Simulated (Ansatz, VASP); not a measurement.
Two plane-wave programs on H

```
H
1.0
     2.64964    0.00000    0.00000
     0.00000    2.64964    0.00000
     0.00000    0.00000    0.98049
H
1
Direct
  0.00000 0.00000 0.50000
```

Alike in both runs: task single point; functional BLYP; k mesh 8 × 8 × 22; occupations gaussian, width 0.1 eV; no spin polarisation.

```csv
,VASP,Ansatz
version,VASP 6.6.1,Ansatz 0.2.0
potentials or method,"VASP PAW PBE potentials, release 64 (H), cutoff 500 eV","scalar-relativistic, plane waves, PAW"
valence electrons in the cell,1,1
```

VASP gave:

| Property | Result |
| --- | --- |
| pressure (GPa) | 1.6 |
| traceless stress, the component that is largest in VASP (GPa) | -2.41 |

Question: Which values does Ansatz return?

Answer: Pressure (GPa): 1.8; traceless stress, the component that is largest in VASP (GPa): -2.88.

VASP's potentials were made for PBE, not for BLYP.
